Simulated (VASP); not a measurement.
# Te2Mo (P-6m2) in VASP: further runs, part 2 of 2

VASP 6.6.1. The steps go on from the part before.

## Step 3: Single point, PBE+D3(BJ) (mode 5 frozen in at +0.000 Å, strain +e along z and -e/2 along x and y -0.0233)

File INCAR:

```
SYSTEM = Te2Mo
PREC = Accurate
ENCUT = 520
EDIFF = 1E-7
ISMEAR = 0
SIGMA = 0.05
LREAL = .False.
LASPH = .True.
NELM = 100
ALGO = Normal
ISIF = 2
LWAVE = .False.
LCHARG = .False.
GGA = PE
IVDW = 12
NBANDS = 20
```

File KPOINTS:

```
regular mesh
0
Gamma
  9 9 4
  0 0 0
```

File POSCAR:

```
Te2Mo
1.0
    3.5358769669      0.0000000000      0.0000000000
   -1.7679384835      3.0621592780      0.0000000000
    0.0000000000      0.0000000000      7.4469025423
Te Mo
2 1
Direct
    0.3333333333      0.6666666667      0.7614144829
    0.3333333333      0.6666666667      0.2385855171
    0.0000000000      0.0000000000      0.0000000000
```

Potentials or basis: VASP PAW PBE potentials, release 64 (Te, Mo_sv).

On the command line:

```bash
$ cat potpaw_PBE.64/Te/POTCAR potpaw_PBE.64/Mo_sv/POTCAR > POTCAR
$ mpirun -np 1 vasp_std > vasp.out
```

OUTCAR:

```text
SYSTEM = Te2Mo
   PREC = Accurate
   ENCUT = 520
   EDIFF = 1E-7
   ISMEAR = 0
   LREAL = .False.
   LASPH = .True.
   NELM = 100
   ISIF = 2
   GGA = PE
   IVDW = 12
 IVDW          = 12

 ion  position               nearest neighbor table
   1  0.333  0.667  0.761-   3 2.71   3 2.71   3 2.71   2 3.55
   2  0.333  0.667  0.239-   3 2.71   3 2.71   3 2.71   1 3.55
   3  0.000  0.000  0.000-   1 2.71   2 2.71   1 2.71   2 2.71   1 2.71   2 2.71

  LATTYP: Found a hexagonal cell.
 ALAT       =     3.5358769669
 C/A-ratio  =     2.1060977551

  Lattice vectors:

 A1 = (   3.5358769669,   0.0000000000,   0.0000000000)
 A2 = (  -1.7679384835,   3.0621592780,   0.0000000000)
 A3 = (   0.0000000000,   0.0000000000,   7.4469025423)

Analysis of symmetry for initial positions (statically):
=====================================================================
 Subroutine PRICEL returns:
 Original cell was already a primitive cell.

 Routine SETGRP: Setting up the symmetry group for a
 hexagonal supercell.

 Subroutine GETGRP returns: Found 12 space group operations
 (whereof 12 operations were pure point group operations)
 out of a pool of 24 trial point group operations.

The static configuration has the point symmetry D_3h.

Analysis of symmetry for dynamics (positions and initial velocities):
=====================================================================
 Subroutine PRICEL returns:
 Original cell was already a primitive cell.

 Routine SETGRP: Setting up the symmetry group for a
 hexagonal supercell.

 Subroutine GETGRP returns: Found 12 space group operations
 (whereof 12 operations were pure point group operations)
 out of a pool of 24 trial point group operations.

The dynamic configuration has the point symmetry D_3h.

 Subroutine INISYM returns: Found 12 space group operations
 (whereof 12 operations are pure point group operations),
 and found     1 'primitive' translations

----------------------------------------------------------------------------------------

                                     Primitive cell

  volume of cell :      80.6307

  direct lattice vectors                    reciprocal lattice vectors
     3.535876967  0.000000000  0.000000000     0.282815270  0.163283472  0.000000000
    -1.767938484  3.062159278  0.000000000     0.000000000  0.326566945  0.000000000
     0.000000000  0.000000000  7.446902542     0.000000000  0.000000000  0.134284019

  length of vectors
     3.535876967  3.535876967  7.446902542     0.326566945  0.326566945  0.134284019

  position of ions in fractional coordinates (direct lattice)
     0.333333333  0.666666667  0.761414483
     0.333333333  0.666666667  0.238585517
     0.000000000  0.000000000  0.000000000

  ion indices of the primitive-cell ions
   primitive index   ion index
                 1           1
                 2           2
                 3           3

----------------------------------------------------------------------------------------

 KPOINTS: regular mesh

Automatic generation of k-mesh.
 Grid dimensions read from file:
 generate k-points for:    9    9    4

 Generating k-lattice:

  Cartesian coordinates                     Fractional coordinates (reciprocal lattice)
     0.031423919  0.018142608  0.000000000     0.111111111 -0.000000000  0.000000000
     0.000000000  0.036285216  0.000000000     0.000000000  0.111111111  0.000000000
     0.000000000  0.000000000  0.033571005     0.000000000  0.000000000  0.250000000

  Length of vectors
     0.036285216  0.036285216  0.033571005

  Shift w.r.t. Gamma in fractional coordinates (k-lattice)
     0.000000000  0.000000000  0.000000000

 Subroutine IBZKPT returns following result:
 ===========================================

 Found     36 irreducible k-points:

 Following reciprocal coordinates:
            Coordinates               Weight
  0.000000  0.000000  0.000000      1.000000
  0.111111  0.000000  0.000000      6.000000
  0.222222 -0.000000  0.000000      6.000000
  0.333333  0.000000  0.000000      6.000000
  0.444444 -0.000000  0.000000      6.000000
  0.111111  0.111111  0.000000      6.000000
[... 16 lines left out ...]
  0.333333  0.222222  0.250000     24.000000
  0.333333  0.333333  0.250000      4.000000
 [... further k-points ...]
   k-points           NKPTS =     36   k-points in BZ     NKDIM =     36   number of bands    NBANDS=     20
   number of dos      NEDOS =    301   number of ions     NIONS =      3
   total plane-waves  NPLWV =  43904
   dimension x,y,z NGX =    28 NGY =   28 NGZ =   56
   dimension x,y,z NGXF=    56 NGYF=   56 NGZF=  112
   ions per type =               2   1
   NGX,Y,Z   is equivalent  to a cutoff of  13.16, 13.16, 12.50 a.u.
   NGXF,Y,Z  is equivalent  to a cutoff of  26.33, 26.33, 25.00 a.u.
 SYSTEM =  Te2Mo
   PREC   = accura    normal or accurate (medium, high low for compatibility)
   ISTART =      0    job   : 0-new  1-cont  2-samecut
   ICHARG =      2    charge: 1-file 2-atom 10-const
   ISPIN  =      1    spin polarized calculation?
   LNONCOLLINEAR =      F non collinear calculations
   LSORBIT =      F    spin-orbit coupling
   LASPH  =      T    aspherical Exc in radial PAW
   ENCUT  =  520.0 eV  38.22 Ry    6.18 a.u.   6.57  6.57 13.85*2*pi/ulx,y,z
   NELM   =    100;   NELMIN=  2; NELMDL= -5     # of ELM steps
   EDIFF  = 0.1E-06   stopping-criterion for ELM
   LREAL  =      F    real-space projection
   EDIFFG = 0.1E-05   stopping-criterion for IOM
   NSW    =      0    number of steps for IOM
   IBRION =     -1    ionic relax: 0-MD 1-quasi-New 2-CG
   NFREE  =      0    steps in history (QN), initial steepest desc. (CG)
   ISIF   =      2    stress and relaxation
   ISYM   =      2    0-nonsym 1-usesym 2-fastsym
   POTIM  = 0.5000    time-step for ionic-motion
   TEBEG  =    0.0;   TEEND  =   0.0 temperature during run
   PSTRESS=    0.0 pullay stress
   NELECT =      26.0000    total number of electrons
   NUPDOWN=      -1.0000    fix difference up-down
   EMIN   =  10.00;   EMAX   =-10.00  energy-range for DOS
   EFERMI =   0.00;   METHOD = LEGACY
   ISMEAR =     0;   SIGMA  =   0.05  broadening in eV -4-tet -1-fermi 0-gaus
   EFERMI_NEDOS =   21; number of points for ismear=-14 and -15
   IALGO  =     38    algorithm
   IMIX   =      4    mixing-type and parameters
     AMIX     =   0.40;   BMIX     =  1.00
     AMIX_MAG =   1.60;   BMIX_MAG =  1.00
  volume/ion in A,a.u.               =      26.88       181.37
  Fermi-wavevector in a.u.,A,eV,Ry     =   1.122619  2.121442 17.147063  1.260274
  Thomas-Fermi vector in A             =   2.259280
   LORBIT       =      0    0 simple, 1 ext, 2 COOP (PROOUT), +10 PAW based schemes
   GGA     = PE    functional components
   LHFCALC =     F    Hartree Fock is set to
   AEXX    =    0.0000 exact exchange contribution
   IVDW    =    12    specifies the selected vdW correction
   LEPSILON=     F    determine dielectric tensor
   LRPA    =     F    only Hartree local field effects (RPA)
 non-spin polarized calculation
 Gauss-broadening in eV      SIGMA  =   0.05
  energy-cutoff  :      520.00
  volume of cell :       80.63
 maximum number of plane-waves:      2212
 NGX is ok and might be reduce to    28
   NGX = 13   NGY = 13   NGZ = 27

 number of electron      25.9999998 magnetization

 Free energy of the ion-electron system (eV)
  ---------------------------------------------------
  ext. energy  EPLUGINS =         0.00000000
  ---------------------------------------------------
  free energy    TOTEN  =       -17.93242832 eV

  energy without entropy =      -17.93242832  energy(sigma->0) =      -17.93242832

 E-fermi :   7.4690     XC(G=0):  -9.9130

 val. band max:        7.1426545272   @ k =   0.0000   0.0000   0.5000
 cond. band min:       8.1318894770   @ k =   0.3333   0.3333   0.0000
 fundamental gap:      0.9892349498
 Fermi energy:         7.4689669829

 k-point     1 :       0.0000    0.0000    0.0000
  band No.  band energies     occupation
      1     -53.5531      2.00000
      2     -27.7181      2.00000
      3     -27.6078      2.00000
      4     -27.6078      2.00000
      5      -5.6562      2.00000
      6      -4.4546      2.00000
[... 12 lines left out ...]
     19      13.7736      0.00000
[... 513 lines left out ...]
      4     -27.6860      2.00000
      5      -3.3191      2.00000
      6      -3.0237      2.00000
[... 12 lines left out ...]
     19      12.1566      0.00000
     20      15.2878      0.00000

 [... further k-points ...]

------------------------ aborting loop because EDIFF is reached ----------------------------------------

 Edisp (eV)   -1.49719

 E8    (eV) :    -0.6908

  FORCE on cell =-STRESS in cart. coord.  units (eV):
  Direction    XX          YY          ZZ          XY          YZ          ZX
  --------------------------------------------------------------------------------------
  -------------------------------------------------------------------------------------
  Total      -0.30619    -0.30619     1.62099     0.00000     0.00000     0.00000
  in kB      -6.08420    -6.08420    32.20998     0.00000     0.00000     0.00000
  external pressure =        6.68 kB  Pullay stress =        0.00 kB

 VOLUME and BASIS-vectors are now :
 -----------------------------------------------------------------------------
  energy-cutoff  :      520.00
  volume of cell :       80.63
      direct lattice vectors                 reciprocal lattice vectors
     3.535876967  0.000000000  0.000000000     0.282815270  0.163283472  0.000000000
    -1.767938484  3.062159278  0.000000000     0.000000000  0.326566945  0.000000000
     0.000000000  0.000000000  7.446902542     0.000000000  0.000000000  0.134284019

 POSITION                                       TOTAL-FORCE (eV/Angst)
 -----------------------------------------------------------------------------------
     -0.00000      2.04144      5.67018         0.000000      0.000000     -0.348142
     -0.00000      2.04144      1.77672        -0.000000      0.000000      0.348142
      0.00000      0.00000      0.00000         0.000000     -0.000000      0.000000
 -----------------------------------------------------------------------------------
    total drift:                                0.000000     -0.000000     -0.000000

  FREE ENERGIE OF THE ION-ELECTRON SYSTEM (eV)
  ---------------------------------------------------
  free  energy   TOTEN  =       -19.4296186552 eV

  energy  without entropy=      -19.4296186552  energy(sigma->0) =      -19.42961866
```

stdout:

```text
POSCAR found type information on POSCAR TeMo
 POSCAR found :  2 types and       3 ions
 scaLAPACK will be used
 LDA part: xc-table for (Slater+PW92), standard interpolation
 POSCAR, INCAR and KPOINTS ok, starting setup
 FFT: planning ... GRIDC
 FFT: planning ... GRID_SOFT
 FFT: planning ... GRID
 WAVECAR not read
 entering main loop
```

Wall time 65 s (1 thread of Intel Xeon Platinum 8259CL at 2.50GHz (Skylake/Cascade Lake), shared host); peak memory 0.24 GiB.

What came out:

* Free energy: -19.4296 eV
* Pressure: 0.7 GPa
* Largest force: 0.348 eV/Å
* Band gap on the k mesh: 0.99 eV, indirect (least direct gap 1.04 eV)
* Dispersion energy per atom: -0.499 eV

Forces in eV/Å, atoms in the order of the input:
```
Te   0.000  0.000 -0.348
Te   0.000  0.000  0.348
Mo   0.000  0.000  0.000
```

Stress tensor (GPa, compression positive):
```
-0.61  0.00  0.00
 0.00 -0.61  0.00
 0.00  0.00  3.22
```

Levels at points of the mesh, in eV from the valence-band top:
```
           k point  band 9  band 10  band 11  band 12  band 13  band 14  band 15  band 16  band 17  band 18
(0.00, 0.00, 0.00)   -1.82    -0.99    -0.99    -0.83    -0.67     3.15     3.15     3.31     3.31     5.43
(0.00, 0.00, 0.50)   -1.80    -1.80    -1.00    -1.00     0.00     3.00     3.00     3.48     3.48     6.14
```

Caveat: the cell differs from its parent crystal (mode 5 frozen in at +0.000 Å, strain +e along z and -e/2 along x and y -0.0233); spin-orbit coupling is left out, which moves the levels of the heavy elements.

## Step 4: Single point, PBE+D3(BJ) (mode 5 frozen in at +0.000 Å, strain +e along z and -e/2 along x and y +0.0233)

File INCAR:

```
  ALGO = Normal
  EDIFF = 1E-6
  ENCUT = 520
  GGA = PE
  ISIF = 2
  ISMEAR = 0
  IVDW = 12
  LASPH = T
  LCHARG = T
  LELF = T
  LREAL = F
  LVHAR = T
  LWAVE = F
  NBANDS = 20
  NELM = 80
  PREC = Accurate
  SIGMA = 0.05
```

File KPOINTS:

```
k-points
0
Gamma
  9 9 4
```

File POSCAR:

```
Te2Mo
1.0
    3.4544397769      0.0000000000      0.0000000000
   -1.7272198885      2.9916326026      0.0000000000
    0.0000000000      0.0000000000      7.8022067897
Te Mo
2 1
Direct
    0.3333333333      0.6666666667      0.7614144829
    0.3333333333      0.6666666667      0.2385855171
    0.0000000000      0.0000000000      0.0000000000
```

On the command line:

```bash
$ cat potpaw_PBE.64/Te/POTCAR potpaw_PBE.64/Mo_sv/POTCAR > POTCAR
$ mpirun -np 1 vasp_std > vasp.out
```

Wall time 53 s (1 thread of Intel Xeon Platinum 8259CL at 2.50GHz (Skylake/Cascade Lake), shared host); peak memory 0.24 GiB.

The run converged. Its results:

- Free energy: -19.4322 eV
- Pressure: -0.5 GPa
- Largest force: 0.306 eV/Å
- Band gap on the k mesh: 0.89 eV, indirect (least direct gap 1.31 eV)
- Dispersion energy per atom: -0.500 eV

Forces on the atoms (eV/Å):
```
Te   0.000  0.000  0.306
Te   0.000  0.000 -0.306
Mo   0.000  0.000  0.000
```

Stress tensor (GPa, compression positive):
```
 0.73  0.00  0.00
 0.00  0.73  0.00
 0.00  0.00 -2.89
```

Levels at points of the mesh, in eV from the valence-band top:
| k point | band 9 | band 10 | band 11 | band 12 | band 13 | band 14 | band 15 | band 16 | band 17 | band 18 |
| --- | --- | --- | --- | --- | --- | --- | --- | --- | --- | --- |
| (0.00, 0.00, 0.00) | -1.49 | -1.39 | -1.14 | -0.73 | -0.73 | 3.33 | 3.33 | 3.45 | 3.45 | 5.04 |
| (0.00, 0.00, 0.50) | -1.48 | -1.48 | -0.74 | -0.74 | -0.47 | 3.22 | 3.22 | 3.57 | 3.57 | 6.62 |

Caveat: the cell differs from its parent crystal (mode 5 frozen in at +0.000 Å, strain +e along z and -e/2 along x and y +0.0233); spin-orbit coupling is left out, which moves the levels of the heavy elements.

## Step 5: Single point, PBE+D3(BJ) (mode 5 frozen in at +0.000 Å, strain +e along z and -e/2 along x and y -0.0467)

File INCAR:

```
SYSTEM = Te2Mo
  PREC = Accurate
  ENCUT = 520
  EDIFF = 1E-6
  ISMEAR = 0
  SIGMA = 0.05
  LREAL = .FALSE.
  LASPH = .TRUE.
  NELM = 100
  ALGO = Normal
  ISIF = 2
  LWAVE = .FALSE.
  LCHARG = .FALSE.
  GGA = PE
  IVDW = 12
  NBANDS = 20
```

File KPOINTS:

```
Automatic mesh
0
G
  9 9 4
  0 0 0
```

File POSCAR:

```
Te2Mo
1.0
    3.5767703199      0.0000000000      0.0000000000
   -1.7883851600      3.0975739605      0.0000000000
    0.0000000000      0.0000000000      7.2684879631
Te Mo
2 1
Direct
    0.3333333333      0.6666666667      0.7614144829
    0.3333333333      0.6666666667      0.2385855171
    0.0000000000      0.0000000000      0.0000000000
```

On the command line:

```bash
$ cat potpaw_PBE.64/Te/POTCAR potpaw_PBE.64/Mo_sv/POTCAR > POTCAR
$ mpirun -np 1 vasp_std > vasp.out
```

Wall time 49 s (1 thread of Intel Xeon Platinum 8259CL at 2.50GHz (Skylake/Cascade Lake), shared host); peak memory 0.23 GiB.

Results (log left out):

| Item | Value |
| --- | --- |
| Free energy | -19.3601 eV |
| Pressure | 1.5 GPa |
| Largest force | 0.705 eV/Å |
| Band gap on the k mesh | 0.59 eV, indirect (least direct gap 0.91 eV) |
| Dispersion energy per atom | -0.499 eV |

Forces in eV/Å, atoms in the order of the input:
```
Te   0.000  0.000 -0.705
Te   0.000  0.000  0.705
Mo   0.000  0.000  0.000
```

Stress tensor (GPa, compression positive):
```
-1.06  0.00  0.00
 0.00 -1.06  0.00
 0.00  0.00  6.61
```

Levels at points of the mesh, in eV from the valence-band top:
```
           k point  band 9  band 10  band 11  band 12  band 13  band 14  band 15  band 16  band 17  band 18
(0.00, 0.00, 0.00)   -2.23    -1.34    -1.34    -0.92    -0.52     2.84     2.84     3.01     3.01     5.21
(0.00, 0.00, 0.50)   -2.21    -2.21    -1.36    -1.36     0.00     2.66     2.66     3.22     3.22     5.65
```

Caveat: the cell differs from its parent crystal (mode 5 frozen in at +0.000 Å, strain +e along z and -e/2 along x and y -0.0467); spin-orbit coupling is left out, which moves the levels of the heavy elements.

## Step 6: Overview

| cell | gap on the mesh (eV) | pressure (GPa) | largest force (eV/Å) |
| --- | --- | --- | --- |
| a = 3.373, b = 3.373, c = 8.158 Å, angles 90.0, 90.0, 120.0°, 3 atoms | 0.54 | -1.0 | 0.88 |
| a = 3.536, b = 3.536, c = 7.447 Å, angles 90.0, 90.0, 120.0°, 3 atoms | 0.99 | 0.7 | 0.35 |
| a = 3.454, b = 3.454, c = 7.802 Å, angles 90.0, 90.0, 120.0°, 3 atoms | 0.89 | -0.5 | 0.31 |
| a = 3.577, b = 3.577, c = 7.268 Å, angles 90.0, 90.0, 120.0°, 3 atoms | 0.59 | 1.5 | 0.71 |

Alike in all rows: task single point; level PBE+D3(BJ); potentials or basis VASP PAW PBE potentials, release 64 (Te, Mo_sv); no spin polarisation; k mesh 9 × 9 × 4; cutoff (eV) 520; smearing gaussian 0.05 eV.

Caveats: spin-orbit coupling is left out, which moves the levels of the heavy elements.

Total energies depend on the potentials used, so only differences within one code and one set of settings carry meaning.
